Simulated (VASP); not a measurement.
# HCl in VASP: notebook, part 2 of 2

VASP 6.6.1.

**4. Single point, PBE+D3(BJ)**

Contents of INCAR:

```
SYSTEM = HCl
ALGO     = Normal         ! electronic algorithm
EDIFF    = 1E-6           ! SCF threshold, eV
ENCUT    = 520            ! plane-wave cutoff, eV
GGA      = PE             ! functional
ISIF     = 2              ! what is computed and relaxed
ISMEAR   = -1             ! smearing method
IVDW     = 12             ! dispersion correction
LASPH    = .TRUE.         ! aspherical terms in the spheres
LCHARG   = .TRUE.         ! write CHGCAR
LELF     = .TRUE.         ! ELF
LREAL    = Auto         
LVHAR    = .TRUE.       
LWAVE    = .FALSE.        ! write WAVECAR
NBANDS   = 66             ! bands
NELM     = 100            ! most SCF steps
PREC     = Accurate       ! precision mode
SIGMA    = 0.02           ! smearing width, eV
```

Contents of KPOINTS:

```
k-points
0
G
  1 1 1
  0 0 0
```

Contents of POSCAR:

```
HCl
1.0
    8.7642490000      0.0000000000      0.0000000000
    0.0000000000      8.7642490000      0.0000000000
    0.0000000000      0.0000000000      8.7642490000
Cl H
12 12
Direct
    0.5680463894      0.6968994149      0.2135607968
    0.2261916566      0.4423995713      0.3543030327
    0.9181961854      0.8387370099      0.1958296712
    0.3456770797      0.2045126742      0.9664033963
    0.0655618068      0.5477936558      0.9373535599
    0.6009185727      0.4976695664      0.5778703914
    1.0038167560      0.3072938708      0.6384802623
    0.6273555213      0.0375845095      0.4110563267
    0.4847078170      0.8732750519      0.7134210815
    0.9117039007      0.7282768894      0.6602391146
    0.7543487183      1.0820208326      0.9729755510
    0.8036969283      0.3931882812      0.1845223704
    0.6296489294      0.5684229191      0.1694840026
    0.2723678891      0.5600365759      0.2839946697
    0.7772029298      0.7993839518      0.2231451891
    0.4244630658      0.3240893772      0.9428874054
    0.0313090146      0.5148301925      0.8040392280
    0.5085889276      0.4064809204      0.5098097966
    1.0800697242      0.2402145352      0.7411815890
    0.7166044689      0.0527255672      0.2973101289
    0.5844311361      0.7924238574      0.6438771879
    0.9457284931      0.8615569914      0.6164932101
    0.6776621705      0.9456372132      0.9094561325
    0.9088399930      0.4623214151      0.0955016226
```

Potentials or basis: VASP PAW PBE potentials, release 64 (Cl, H).

On the command line:

```sh
> cat potpaw_PBE.64/Cl/POTCAR potpaw_PBE.64/H/POTCAR > POTCAR
> mpirun -np 1 vasp_gam > vasp.out
```

OUTCAR:

```text
SYSTEM = HCl
   EDIFF = 1E-6
   ENCUT = 520
   GGA = PE
   ISIF = 2
   ISMEAR = -1
   IVDW = 12
   LASPH = .TRUE.
   LREAL = Auto
   NELM = 100
   PREC = Accurate
 IVDW          = 12

 ion  position               nearest neighbor table
   1  0.568  0.697  0.214-  13 1.31
   2  0.226  0.442  0.354-  14 1.27
   3  0.918  0.839  0.196-  15 1.31
   4  0.346  0.205  0.966-  16 1.27
   5  0.066  0.548  0.937-  17 1.24
   6  0.601  0.498  0.578-  18 1.28
[... 16 lines left out ...]
  23  0.678  0.946  0.909-  11 1.48
  24  0.909  0.462  0.096-  12 1.35

  LATTYP: Found a simple cubic cell.
 ALAT       =     8.7642490000

  Lattice vectors:

 A1 = (   8.7642490000,   0.0000000000,   0.0000000000)
 A2 = (   0.0000000000,   8.7642490000,   0.0000000000)
 A3 = (   0.0000000000,   0.0000000000,   8.7642490000)

Analysis of symmetry for initial positions (statically):
=====================================================================
 Subroutine PRICEL returns:
 Original cell was already a primitive cell.

 Routine SETGRP: Setting up the symmetry group for a
 simple cubic supercell.

 Subroutine GETGRP returns: Found  1 space group operations
 (whereof  1 operations were pure point group operations)
 out of a pool of 48 trial point group operations.

The static configuration has the point symmetry C_1 .

Analysis of symmetry for dynamics (positions and initial velocities):
=====================================================================
 Subroutine PRICEL returns:
 Original cell was already a primitive cell.

 Routine SETGRP: Setting up the symmetry group for a
 simple cubic supercell.

 Subroutine GETGRP returns: Found  1 space group operations
 (whereof  1 operations were pure point group operations)
 out of a pool of 48 trial point group operations.

The dynamic configuration has the point symmetry C_1 .

[... 140 lines left out ...]
  Fermi-wavevector in a.u.,A,eV,Ry     =   0.855297  1.616278  9.953122  0.731534
  Thomas-Fermi vector in A             =   1.972025
   LORBIT       =      0    0 simple, 1 ext, 2 COOP (PROOUT), +10 PAW based schemes
   GGA     = PE    functional components
   LHFCALC =     F    Hartree Fock is set to
   AEXX    =    0.0000 exact exchange contribution
   IVDW    =    12    specifies the selected vdW correction
   LEPSILON=     F    determine dielectric tensor
   LRPA    =     F    only Hartree local field effects (RPA)
 non-spin polarized calculation
  energy-cutoff  :      520.00
  volume of cell :      673.20
 maximum number of plane-waves:      9019
 NGX is ok and might be reduce to    70
   NGX = 33   NGY = 33   NGZ = 33

 number of electron      95.9999999 magnetization

 Free energy of the ion-electron system (eV)
  ---------------------------------------------------
  ext. energy  EPLUGINS =         0.00000000
  ---------------------------------------------------
  free energy    TOTEN  =       -73.10648253 eV

  energy without entropy =      -73.10648253  energy(sigma->0) =      -73.10648253

 E-fermi :  -2.8467     XC(G=0):  -5.7229

 val. band max:       -3.3449116557   @ k =   0.0000   0.0000   0.0000
 cond. band min:       1.3034035682   @ k =   0.0000   0.0000   0.0000
 fundamental gap:      4.6483152239
 Fermi energy:        -2.8466501074

 k-point     1 :       0.0000    0.0000    0.0000
  band No.  band energies     occupation
      1     -18.4200      2.00000
      2     -18.1062      2.00000
      3     -17.9964      2.00000
      4     -17.9461      2.00000
      5     -17.8433      2.00000
      6     -17.7401      2.00000
[... 52 lines left out ...]
     59       3.9657      0.00000
     60       4.0556      0.00000
 [bands above 60 left out]

------------------------ aborting loop because EDIFF is reached ----------------------------------------

 Edisp (eV)   -1.36544

 E8    (eV) :    -0.4071

  FORCE on cell =-STRESS in cart. coord.  units (eV):
  Direction    XX          YY          ZZ          XY          YZ          ZX
  --------------------------------------------------------------------------------------
  -------------------------------------------------------------------------------------
  Total       1.00590     1.22706     3.76404    -1.78454    -2.03028    -0.17073
  in kB       2.39399     2.92033     8.95819    -4.24711    -4.83195    -0.40632
  external pressure =        4.76 kB  Pullay stress =        0.00 kB

 VOLUME and BASIS-vectors are now :
 -----------------------------------------------------------------------------
  energy-cutoff  :      520.00
  volume of cell :      673.20
      direct lattice vectors                 reciprocal lattice vectors
     8.764249000  0.000000000  0.000000000     0.114099907  0.000000000  0.000000000
     0.000000000  8.764249000  0.000000000     0.000000000  0.114099907  0.000000000
     0.000000000  0.000000000  8.764249000     0.000000000  0.000000000  0.114099907

 POSITION                                       TOTAL-FORCE (eV/Angst)
 -----------------------------------------------------------------------------------
      4.97850      6.10780      1.87170        -0.617947      0.076820     -0.121458
      1.98240      3.87730      3.10520        -0.167090     -0.458182      0.243874
      8.04730      7.35090      1.71630         0.541288     -0.076016      0.272405
      3.02960      1.79240      8.46980        -0.346589     -0.355432      0.048790
      0.57460      4.80100      8.21520         0.805015      0.552325      2.105925
      5.26660      4.36170      5.06460         0.171242     -0.107105      0.142003
[... 16 lines left out ...]
      5.93920      8.28780      7.97070         1.348042      2.630967      1.060608
      7.96530      4.05190      0.83700        -0.631079     -0.432220      0.376978
 -----------------------------------------------------------------------------------
    total drift:                                0.002754      0.000710     -0.001158

  FREE ENERGIE OF THE ION-ELECTRON SYSTEM (eV)
  ---------------------------------------------------
  free  energy   TOTEN  =       -74.4719266996 eV

  energy  without entropy=      -74.4719266996  energy(sigma->0) =      -74.47192670
```

stdout:

```text
POSCAR found type information on POSCAR ClH
 POSCAR found :  2 types and      24 ions
 scaLAPACK will be used
 LDA part: xc-table for (Slater+PW92), standard interpolation
 POSCAR, INCAR and KPOINTS ok, starting setup
 FFT: planning ... GRIDC
 FFT: planning ... GRID_SOFT
 FFT: planning ... GRID
 WAVECAR not read
 entering main loop
```

It took 69 s on 1 thread of Intel Xeon Platinum 8488C (Sapphire Rapids), shared host; peak memory 0.61 GiB.

Results:

| Item | Value |
| --- | --- |
| Free energy | -74.4719 eV |
| Pressure | 0.5 GPa |
| Largest force | 3.200 eV/Å |
| Band gap on the k mesh | 4.65 eV |
| Dispersion energy per atom | -0.057 eV |

Forces on the atoms (eV/Å):
```
Cl  -0.618  0.077 -0.121
Cl  -0.167 -0.458  0.244
Cl   0.541 -0.076  0.272
Cl  -0.347 -0.355  0.049
Cl   0.805  0.552  2.106
Cl   0.171 -0.107  0.142
Cl  -0.450  0.149 -0.574
Cl  -0.304  0.135  0.402
Cl  -0.209  0.182  0.436
Cl  -0.398 -0.330 -0.083
Cl  -1.559 -2.419 -1.400
Cl   0.557  0.299 -0.389
H    0.212 -0.093  0.100
H    0.283  0.523 -0.303
H    0.052 -0.109 -0.037
H    0.262  0.327 -0.119
H   -0.439 -0.625 -1.655
H   -0.180 -0.048 -0.094
H    0.412 -0.349  0.562
H    0.340  0.103 -0.508
H    0.175 -0.214 -0.197
H    0.142  0.638 -0.270
H    1.348  2.631  1.061
H   -0.631 -0.432  0.377
```

Levels at points of the mesh, in eV from the valence-band top:
| k point | band 45 | band 46 | band 47 | band 48 | band 49 | band 50 | band 51 | band 52 |
| --- | --- | --- | --- | --- | --- | --- | --- | --- |
| (0.00, 0.00, 0.00) | -0.85 | -0.60 | -0.52 | 0.00 | 4.65 | 5.42 | 5.87 | 6.05 |

Caveat: the k points lie up to 0.72 Å⁻¹ apart.

**5. Single point, PBE+D3(BJ)**

Contents of INCAR:

```
SYSTEM = HCl
PREC     = Accurate       ! precision mode
ENCUT    = 520            ! plane-wave cutoff, eV
EDIFF    = 1E-7           ! SCF threshold, eV
ISMEAR   = -1             ! smearing method
SIGMA    = 0.02           ! smearing width, eV
LREAL    = Auto         
LASPH    = .True.         ! aspherical terms in the spheres
NELM     = 60             ! most SCF steps
ALGO     = Normal         ! electronic algorithm
ISIF     = 2              ! what is computed and relaxed
LWAVE    = .False.        ! write WAVECAR
LCHARG   = .False.        ! write CHGCAR
GGA      = PE             ! functional
IVDW     = 12             ! dispersion correction
NBANDS   = 66             ! bands
```

Contents of KPOINTS:

```
regular mesh
0
Gamma
  1 1 1
  0 0 0
```

Contents of POSCAR:

```
HCl
1.0
    8.7642490000      0.0000000000      0.0000000000
    0.0000000000      8.7642490000      0.0000000000
    0.0000000000      0.0000000000      8.7642490000
Cl H
12 12
Direct
    0.5303934199      0.6677811185      0.2161508647
    0.2283709648      0.4306244608      0.3464757790
    0.9064210750      0.8367973114      0.2454745409
    0.3165131433      0.2296602938      0.9522892378
    0.1031463164      0.5223836064      0.9407993771
    0.6112674343      0.5037967315      0.6055966689
    1.0272528770      0.3128277163      0.6064181883
    0.6554126885      0.0582594128      0.4073024397
    0.4733092362      0.8634054099      0.7090510550
    0.9142026887      0.7474570839      0.6676099686
    0.7511311009      1.1027071458      0.9484554809
    0.8078387549      0.3743846164      0.1774709961
    0.6108680846      0.5433665794      0.2367573080
    0.1705793617      0.5686967588      0.3267364950
    0.7593348843      0.8008444306      0.2515788860
    0.4202413692      0.3001398066      1.0261689279
    0.0808169645      0.4968822771      0.8024418293
    0.4706392984      0.4589554678      0.5695182782
    1.1713952901      0.3234275977      0.6345438154
    0.7269875605      0.0719057617      0.2829677705
    0.4618421955      0.7228685538      0.6822832167
    0.8332031644      0.8383262502      0.5930342691
    0.7062213773      0.9825827632      0.8387141899
    0.8803606561      0.4123570656      0.0442821741
```

Potentials or basis: VASP PAW PBE potentials, release 64 (Cl, H).

On the command line:

```sh
> cat potpaw_PBE.64/Cl/POTCAR potpaw_PBE.64/H/POTCAR > POTCAR
> mpirun -np 1 vasp_gam > vasp.out
```

OUTCAR:

```text
SYSTEM = HCl
   PREC = Accurate
   ENCUT = 520
   EDIFF = 1E-7
   ISMEAR = -1
   LREAL = Auto
   LASPH = .True.
   NELM = 60
   ISIF = 2
   GGA = PE
   IVDW = 12
 IVDW          = 12

 ion  position               nearest neighbor table
   1  0.530  0.668  0.216-  13 1.31
   2  0.228  0.431  0.346-  14 1.32
   3  0.906  0.837  0.245-  15 1.33
   4  0.317  0.230  0.952-  16 1.28
   5  0.103  0.522  0.941-  17 1.25
   6  0.611  0.504  0.606-  18 1.33
[... 16 lines left out ...]
  23  0.706  0.983  0.839-  11 1.48
  24  0.880  0.412  0.044-  12 1.37

  LATTYP: Found a simple cubic cell.
 ALAT       =     8.7642490000

  Lattice vectors:

 A1 = (   8.7642490000,   0.0000000000,   0.0000000000)
 A2 = (   0.0000000000,   8.7642490000,   0.0000000000)
 A3 = (   0.0000000000,   0.0000000000,   8.7642490000)

Analysis of symmetry for initial positions (statically):
=====================================================================
 Subroutine PRICEL returns:
 Original cell was already a primitive cell.

 Routine SETGRP: Setting up the symmetry group for a
[... 194 lines left out ...]

 k-point     1 :       0.0000    0.0000    0.0000
  band No.  band energies     occupation
      1     -18.1985      2.00000
      2     -18.0046      2.00000
      3     -17.9287      2.00000
      4     -17.8558      2.00000
      5     -17.7635      2.00000
      6     -17.7386      2.00000
[... 52 lines left out ...]
     59       3.5196      0.00000
     60       3.8175      0.00000
 [bands above 60 left out]

------------------------ aborting loop because EDIFF is reached ----------------------------------------

 Edisp (eV)   -1.36116

 E8    (eV) :    -0.4045

  FORCE on cell =-STRESS in cart. coord.  units (eV):
  Direction    XX          YY          ZZ          XY          YZ          ZX
  --------------------------------------------------------------------------------------
  -------------------------------------------------------------------------------------
  Total      -1.62528     0.55481     0.84210    -1.99335    -1.51738    -1.44627
  in kB      -3.86807     1.32041     2.00415    -4.74407    -3.61127    -3.44205
  external pressure =       -0.18 kB  Pullay stress =        0.00 kB

 VOLUME and BASIS-vectors are now :
 -----------------------------------------------------------------------------
  energy-cutoff  :      520.00
  volume of cell :      673.20
      direct lattice vectors                 reciprocal lattice vectors
     8.764249000  0.000000000  0.000000000     0.114099907  0.000000000  0.000000000
     0.000000000  8.764249000  0.000000000     0.000000000  0.114099907  0.000000000
     0.000000000  0.000000000  8.764249000     0.000000000  0.000000000  0.114099907

 POSITION                                       TOTAL-FORCE (eV/Angst)
 -----------------------------------------------------------------------------------
      4.64850      5.85260      1.89440         0.174617     -0.114481      0.022071
      2.00150      3.77410      3.03660         0.002552      1.031746     -0.542078
      7.94410      7.33390      2.15140        -0.407129     -0.347737     -0.092826
      2.77400      2.01280      8.34610         0.021162     -0.534045     -0.185226
      0.90400      4.57830      8.24540        -0.034968      0.712562      1.476079
      5.35730      4.41540      5.30760        -1.103165     -0.454291     -0.231358
[... 16 lines left out ...]
      6.18950      8.61160      7.35070         0.799650      2.200827      2.131963
      7.71570      3.61400      0.38810        -0.598767     -0.232534      1.349373
 -----------------------------------------------------------------------------------
    total drift:                               -0.000531      0.000545      0.001092

  FREE ENERGIE OF THE ION-ELECTRON SYSTEM (eV)
  ---------------------------------------------------
  free  energy   TOTEN  =       -74.1400060288 eV

  energy  without entropy=      -74.1400060288  energy(sigma->0) =      -74.14000603
```

OSZICAR:

```text
N       E                     dE             d eps       ncg     rms          rms(c)
DAV:   1     0.910713630800E+03    0.91071E+03   -0.41959E+04   132   0.123E+03
DAV:   2     0.528552709179E+02   -0.85786E+03   -0.81487E+03   190   0.241E+02
DAV:   3    -0.715315739144E+02   -0.12439E+03   -0.12378E+03   160   0.103E+02
DAV:   4    -0.745272600443E+02   -0.29957E+01   -0.29836E+01   160   0.196E+01
DAV:   5    -0.745967225503E+02   -0.69463E-01   -0.69422E-01   152   0.315E+00    0.264E+01
DAV:   6    -0.731093251281E+02    0.14874E+01   -0.20812E+00   160   0.411E+00    0.150E+01
DAV:   7    -0.727944756585E+02    0.31485E+00   -0.17240E+00   160   0.388E+00    0.340E+00
DAV:   8    -0.727810111188E+02    0.13465E-01   -0.15460E-01   160   0.142E+00    0.123E+00
DAV:   9    -0.727796233710E+02    0.13877E-02   -0.14871E-02   152   0.456E-01    0.523E-01
DAV:  10    -0.727794314905E+02    0.19188E-03   -0.56143E-03   160   0.285E-01    0.211E-01
DAV:  11    -0.727793141451E+02    0.11735E-03   -0.74758E-04   160   0.105E-01    0.145E-01
DAV:  12    -0.727791604159E+02    0.15373E-03   -0.22495E-04   168   0.673E-02    0.535E-02
DAV:  13    -0.727788983438E+02    0.26207E-03   -0.23501E-04   176   0.993E-02    0.341E-02
DAV:  14    -0.727788409575E+02    0.57386E-04   -0.25271E-04   176   0.694E-02    0.265E-02
DAV:  15    -0.727788439749E+02   -0.30174E-05   -0.55192E-05   160   0.257E-02    0.191E-02
DAV:  16    -0.727788433124E+02    0.66246E-06   -0.14932E-06   160   0.457E-03    0.138E-02
DAV:  17    -0.727788429731E+02    0.33928E-06   -0.69201E-06   136   0.995E-03    0.825E-03
DAV:  18    -0.727788428962E+02    0.76979E-07   -0.53145E-07   160   0.313E-03
   1 F= -.74140006E+02 E0= -.74140006E+02  d E =-.113385E-11
```

Wall time 73 s (1 thread of Intel Xeon Platinum 8488C (Sapphire Rapids), shared host); peak memory 0.61 GiB.

Results:

* Free energy: -74.1400 eV
* Pressure: 0.0 GPa
* Largest force: 3.381 eV/Å
* Band gap on the k mesh: 4.75 eV
* Dispersion energy per atom: -0.057 eV

Forces in eV/Å, atoms in the order of the input:
```
Cl   0.175 -0.114  0.022
Cl   0.003  1.032 -0.542
Cl  -0.407 -0.348 -0.093
Cl   0.021 -0.534 -0.185
Cl  -0.035  0.713  1.476
Cl  -1.103 -0.454 -0.231
Cl  -0.217 -0.207  0.494
Cl  -0.686  0.132  0.881
Cl  -0.102  1.297  0.341
Cl   0.654 -0.663  0.726
Cl  -0.894 -2.369 -2.241
Cl   0.694  0.358 -1.120
H   -0.096  0.309 -0.155
H    0.359 -0.841  0.168
H    0.701  0.010 -0.094
H    0.246  0.155  0.112
H   -0.340 -0.358 -1.381
H    1.031  0.233  0.124
H   -0.163 -0.157 -0.061
H    0.470  0.119 -0.734
H    0.156 -1.052 -0.201
H   -0.668  0.774 -0.785
H    0.800  2.201  2.132
H   -0.599 -0.233  1.349
```

Levels at points of the mesh, in eV from the valence-band top:
```csv
k point,band 46,band 47,band 48,band 49,band 50,band 51
"(0.00, 0.00, 0.00)",-0.16,-0.09,0.00,4.75,5.57,5.91
```

Caveat: the k points lie up to 0.72 Å⁻¹ apart.
